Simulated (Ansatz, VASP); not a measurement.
## NaCl: VASP beside Ansatz

Contents of INCAR:

```
SYSTEM = NaCl
  ALGO = Normal
  EDIFF = 1E-6
  ENCUT = 520
  GGA = PS
  ISIF = 2
  ISMEAR = 0
  LASPH = .True.
  LCHARG = .True.
  LELF = .True.
  LREAL = .False.
  LVHAR = .True.
  LWAVE = .False.
  NBANDS = 14
  NELM = 60
  PREC = Accurate
  SIGMA = 0.05
```

The input KPOINTS:

```
k-points
0
Gamma
  6 6 6
  0 0 0
```

Contents of POSCAR:

```
NaCl
1.0
    3.3621024000      0.0000000000      0.0000000000
    0.0000000000      3.3621024000      0.0000000000
    0.0000000000      0.0000000000      3.6422776000
Na Cl
1 1
Direct
    0.0000000000      0.0000000000      0.0000000000
    0.5000000000      0.5000000000      0.5000000000
```

Input for Ansatz:

```yaml
crystal:
  lattice:
    - [3.3621024, 0.0, 0.0]
    - [0.0, 3.3621024, 0.0]
    - [0.0, 0.0, 3.6422776]
  atoms:
    - { symbol: Na, position: [0.0, 0.0, 0.0] }
    - { symbol: Cl, position: [0.5, 0.5, 0.5] }
basis:
  ecutwfc: 420
kpoints:
  mp_grid: { grid: [6, 6, 6] }
hamiltonian:
  xc: pbesol
scf:
  occupations: { method: gaussian, width: 0.05 }
output:
  forces: true
  stress: true
  eigenvalues: true
```

Change from the starting cell: strain -0.040 along x and y, +0.040 along z, atoms carried along.

Alike in both runs: task single point; functional PBEsol; k mesh 6 × 6 × 6; occupations gaussian, width 0.05 eV; no spin polarisation.

|  | VASP | Ansatz |
| --- | --- | --- |
| version | VASP 6.6.1 | Ansatz 0.2.0 |
| potentials or method | VASP PAW PBE potentials, release 64 (Na_pv, Cl), cutoff 520 eV | scalar-relativistic, plane waves, PAW |
| valence electrons in the cell | 14 | 16 |

|  | VASP | Ansatz | Ansatz less VASP |
| --- | --- | --- | --- |
| gap on the k mesh at the Fermi level (eV) | 3.68 | 3.68 | +0.003 |
| least direct gap on the mesh (eV) | 4.16 | 4.16 | +0.003 |
| pressure (GPa) | 0.0 | 0.0 | 0.00 |
| traceless stress, the component that is largest in VASP (GPa) | -4.13 | -4.13 | -0.001 |

VASP's potentials were made for PBE, not for PBEsol. The functional is the same, so the differences come from potentials, cutoffs and numerics. VASP's potentials hold 14 valence electrons a cell and Ansatz's 16, so a difference there can come from the potentials and not from the codes.
